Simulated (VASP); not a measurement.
# TiB2 (de600) (P6/mmm) in VASP: vibrations by perturbation theory with LDA

Aim: the vibrations by perturbation theory of TiB2 (de600) with LDA.

All numbers are computed with VASP 6.6.1; they aren't measurements. Logs are shortened: lines on timing, memory, paths and dates and some standing lists are left out, and cuts for length are marked.

### Step 1. The cell of the first run

The structure is hexagonal, space group P6/mmm (No. 191). Conventional cell: a = 2.994 Å, b = 2.994 Å, c = 3.159 Å, α = 90.00°, β = 90.00°, γ = 120.00°. Within 3.1 Å of Ti (site symmetry 6/mmm) lie 12 B at 2.34 Å and 6 Ti at 2.99 Å. B (site symmetry -6m2) has 3 B at 1.73 Å within 2.3 Å.

### Step 2. Vibrations by perturbation theory, LDA

INCAR

```
  PREC = Accurate
  ENCUT = 520
  EDIFF = 1E-8
  ISMEAR = -1
  SIGMA = 0.15
  LREAL = F
  LASPH = T
  NELM = 100
  ALGO = Normal
  ISIF = 2
  LWAVE = F
  LCHARG = F
  NBANDS = 16
  IBRION = 8
  NSW = 1
```

KPOINTS

```
Automatic mesh
0
Gamma
  15 15 12
```

POSCAR

```
TiB2
1.0
    2.9943000751      0.0000000029      0.0000000000
   -1.4971500401      2.5931399302      0.0000000000
    0.0000000000      0.0000000000      3.1593399942
Ti B
1 2
Direct
    0.0000000000      0.0000000000      0.0000000000
    0.3333333333      0.6666666667      0.5000000000
    0.6666666667      0.3333333333      0.5000000000
```

Potentials or basis: VASP PAW LDA potentials, release 64 (Ti_sv, B).

Run with:

```sh
$ cat potpaw_LDA.64/Ti_sv/POTCAR potpaw_LDA.64/B/POTCAR > POTCAR
$ mpirun -np 1 vasp_std > vasp.out
```

OUTCAR:

```text
PREC = Accurate
   ENCUT = 520
   EDIFF = 1E-8
   ISMEAR = -1
   LREAL = F
   LASPH = T
   NELM = 100
   ISIF = 2
   IBRION = 8
   NSW = 1

 ion  position               nearest neighbor table
   1  0.000  0.000  0.000-   2 2.34   3 2.34   2 2.34   3 2.34   3 2.34   3 2.34   2 2.34   2 2.34
                             3 2.34   3 2.34   2 2.34   2 2.34
   2  0.333  0.667  0.500-   3 1.73   3 1.73   3 1.73   1 2.34   1 2.34   1 2.34   1 2.34   1 2.34
                             1 2.34
   3  0.667  0.333  0.500-   2 1.73   2 1.73   2 1.73   1 2.34   1 2.34   1 2.34   1 2.34   1 2.34
                             1 2.34

  LATTYP: Found a hexagonal cell.
 ALAT       =     2.9943000751
 C/A-ratio  =     1.0551180292

  Lattice vectors:

 A1 = (   2.9943000751,   0.0000000029,   0.0000000000)
 A2 = (  -1.4971500401,   2.5931399302,   0.0000000000)
 A3 = (   0.0000000000,   0.0000000000,   3.1593399942)

Analysis of symmetry for initial positions (statically):
=====================================================================
 Subroutine PRICEL returns:
 Original cell was already a primitive cell.

 Routine SETGRP: Setting up the symmetry group for a
 hexagonal supercell.

 Subroutine GETGRP returns: Found 24 space group operations
 (whereof 24 operations were pure point group operations)
 out of a pool of 24 trial point group operations.

The static configuration has the point symmetry D_6h.

Analysis of symmetry for dynamics (positions and initial velocities):
=====================================================================
 Subroutine PRICEL returns:
 Original cell was already a primitive cell.

 Routine SETGRP: Setting up the symmetry group for a
 hexagonal supercell.

 Subroutine GETGRP returns: Found 24 space group operations
 (whereof 24 operations were pure point group operations)
 out of a pool of 24 trial point group operations.

The dynamic configuration has the point symmetry D_6h.

 Subroutine INISYM returns: Found 24 space group operations
 (whereof 24 operations are pure point group operations),
 and found     1 'primitive' translations

----------------------------------------------------------------------------------------

                                     Primitive cell

  volume of cell :      24.5311

  direct lattice vectors                    reciprocal lattice vectors
     2.994300075  0.000000003  0.000000000     0.333967864  0.192816436  0.000000000
    -1.497150040  2.593139930  0.000000000    -0.000000000  0.385632872  0.000000000
     0.000000000  0.000000000  3.159339994     0.000000000  0.000000000  0.316521806

  length of vectors
     2.994300075  2.994300075  3.159339994     0.385632872  0.385632872  0.316521806

  position of ions in fractional coordinates (direct lattice)
     0.000000000  0.000000000  0.000000000
     0.333333333  0.666666667  0.500000000
     0.666666667  0.333333333  0.500000000

  ion indices of the primitive-cell ions
   primitive index   ion index
                 1           1
                 2           2
                 3           3

----------------------------------------------------------------------------------------

 KPOINTS: Automatic mesh

Automatic generation of k-mesh.
 Grid dimensions read from file:
 generate k-points for:   15   15   12

 Generating k-lattice:

[... 97 lines left out ...]
   NGX = 11   NGY = 11   NGZ = 11

--------------------------------------- Ionic step        1  -------------------------------------------

 number of electron      18.0000000 magnetization

 Free energy of the ion-electron system (eV)
  ---------------------------------------------------
  ext. energy  EPLUGINS =         0.00000000
  ---------------------------------------------------
  free energy    TOTEN  =       -26.93461279 eV

  energy without entropy =      -26.90546735  energy(sigma->0) =      -26.92004007

 E-fermi :  10.4165     XC(G=0): -13.1705

 val. band max:       10.4033535235   @ k =   0.2000   0.2000   0.0833
 cond. band min:      10.4430415706   @ k =   0.0667   0.0667   0.3333
 fundamental gap:      0.0396880472
 Fermi energy:        10.4165167847

 k-point     1 :       0.0000    0.0000    0.0000
  band No.  band energies     occupation
      1     -45.6906      2.00000
      2     -22.4366      2.00000
      3     -22.0957      2.00000
      4     -22.0957      2.00000
      5      -3.0935      2.00000
      6       7.6748      2.00000
[... 433 lines left out ...]
      3     -22.3472      2.00000
      4     -22.3120      2.00000
      5       1.5679      2.00000
      6       1.6224      2.00000
[... 8 lines left out ...]
     15      19.6617      0.00000
     16      20.9053      0.00000

 [... further k-points ...]

------------------------ aborting loop because EDIFF is reached ----------------------------------------

  FORCE on cell =-STRESS in cart. coord.  units (eV):
  Direction    XX          YY          ZZ          XY          YZ          ZX
  --------------------------------------------------------------------------------------
  -------------------------------------------------------------------------------------
  Total        0.0959497      0.0959497      0.0950904     -0.0000000     -0.0000000      0.0000000
  in kB        6.2666657      6.2666657      6.2105466     -0.0000000     -0.0000000      0.0000000
  external PRESSURE =       6.2479593 kB  Pullay stress =       0.0000000 kB

 VOLUME and BASIS-vectors are now :
 -----------------------------------------------------------------------------
  energy-cutoff  :      520.00
  volume of cell :       24.53
      direct lattice vectors                 reciprocal lattice vectors
     2.994300075  0.000000003  0.000000000     0.333967864  0.192816436  0.000000000
    -1.497150040  2.593139930  0.000000000    -0.000000000  0.385632872  0.000000000
     0.000000000  0.000000000  3.159339994     0.000000000  0.000000000  0.316521806

 POSITION                                       TOTAL-FORCE (eV/Angst)
 -----------------------------------------------------------------------------------
      0.00000      0.00000      0.00000         0.000000     -0.000000     -0.000000
     -0.00000      1.72876      1.57967         0.000000      0.000000     -0.000000
      1.49715      0.86438      1.57967        -0.000000     -0.000000      0.000000
 -----------------------------------------------------------------------------------
    total drift:                               -0.000000      0.000000      0.000000

  FREE ENERGIE OF THE ION-ELECTRON SYSTEM (eV)
  ---------------------------------------------------
  free  energy   TOTEN  =       -26.9346127887 eV

  energy  without entropy=      -26.9054673519  energy(sigma->0) =      -26.92004007

[... ionic steps 2 to 3 ...]

--------------------------------------- Ionic step        4  -------------------------------------------

------------------------ aborting loop because EDIFF is reached ----------------------------------------
[... 11 lines left out ...]
[... ionic steps 8 to 8 ...]

--------------------------------------- Ionic step        9  -------------------------------------------

 Free energy of the ion-electron system (eV)
  ---------------------------------------------------
  ---------------------------------------------------
  free energy    TOTEN  =        -0.04562931 eV

  energy without entropy =       -0.04562930

------------------------ aborting loop because EDIFF is reached ----------------------------------------

 INTERNAL STRAIN TENSOR  FOR ION    2  DIRECTION 3   (eV/Angst):
 -----------------------------------------------------------------------------
    -0.00057 -0.00000 -0.00000
    -0.00000 -0.00057 -0.00000
    -0.00000 -0.00000 -0.00299

 INTERNAL STRAIN TENSOR FOR ION    3 for displacements in x,y,z  (eV/Angst):
          X           Y           Z          XY          YZ          ZX
  --------------------------------------------------------------------------------
  x    -0.00000     0.00000    -0.00000     3.73174     0.00000     0.00000
  y     3.73174    -3.73174     0.00000     0.00000     0.00000     0.00000
  z     0.00000     0.00000     0.00000     0.00000     0.00000     0.00000

 SECOND DERIVATIVES (NOT SYMMETRIZED)
 ------------------------------------
               1X          1Y          1Z          2X          2Y          2Z          3X          3Y          3Z
  1X   -15.721498    0.000000    0.000000    7.860749   -0.000000    0.000000    7.860749   -0.000000    0.000000
  1Y     0.000000  -15.721498    0.000000   -0.000000    7.860749    0.000000   -0.000000    7.860749    0.000000
  1Z     0.000000   -0.000000  -15.936120    0.000000   -0.000000    7.968060    0.000000   -0.000000    7.968060
  2X     7.851663   -0.000000    0.000000  -20.798778    0.000000    0.000000   12.947116   -0.000000    0.000000
  2Y    -0.000000    7.851663    0.000000    0.000000  -20.798778    0.000000   -0.000000   12.947116    0.000000
  2Z    -0.000000    0.000000    7.971529   -0.000000    0.000000  -10.577771    0.000000   -0.000000    2.606241
  3X     7.851663   -0.000000    0.000000   12.947116   -0.000000    0.000000  -20.798778    0.000000    0.000000
  3Y    -0.000000    7.851663    0.000000   -0.000000   12.947116    0.000000    0.000000  -20.798778    0.000000
  3Z    -0.000000    0.000000    7.971529    0.000000   -0.000000    2.606241   -0.000000    0.000000  -10.577771

 Eigenvectors and eigenvalues of the dynamical matrix
 ----------------------------------------------------

   1 f  =   27.620292 THz   173.543410 2PiTHz  921.313757 cm-1   114.228296 meV
             X         Y         Z           dx          dy          dz
      0.000000  0.000000  0.000000     0.000000    0.000000    0.000000
     -0.000000  1.728760  1.579670    -0.199730    0.678313    0.000000
      1.497150  0.864380  1.579670     0.199730   -0.678313   -0.000000
[... 43 lines left out ...]
   9 f/i=    0.004299 THz     0.027011 2PiTHz    0.143399 cm-1     0.017779 meV
             X         Y         Z           dx          dy          dz
      0.000000  0.000000  0.000000     0.097052    0.824156    0.000000
     -0.000000  1.728760  1.579670     0.046144    0.391847    0.000000
      1.497150  0.864380  1.579670     0.046144    0.391847    0.000000

--------------------------------------------------------------------------------------------------------

 ELASTIC MODULI CONTR FROM IONIC RELAXATION (kBar)
 Direction    XX          YY          ZZ          XY          YZ          ZX
 --------------------------------------------------------------------------------
 XX         -53.9044     53.9044     -0.0000      0.0000     -0.0000     -0.0000
 YY          53.9044    -53.9044      0.0000      0.0000      0.0000      0.0000
 ZZ          -0.0000      0.0000     -0.0000      0.0000     -0.0000     -0.0000
 XY           0.0000      0.0000      0.0000    -53.9044      0.0000      0.0000
 YZ          -0.0000      0.0000     -0.0000      0.0000     -0.0000     -0.0000
 ZX          -0.0000      0.0000     -0.0000      0.0000     -0.0000     -0.0000
 --------------------------------------------------------------------------------
```

It took 18 min on 1 thread of Intel Xeon Platinum 8259CL at 2.50GHz (Skylake/Cascade Lake), shared host; peak memory 0.7 GiB.

Results:

```
Highest phonon frequency at Γ, LO-TO splitting left out : 921 cm⁻¹
```

Phonon frequencies in cm⁻¹ (negative: imaginary):
```csv
q point,frequencies
"(0.000, 0.000, 0.000)",0 0 0 536 536 539 576 921 921
```
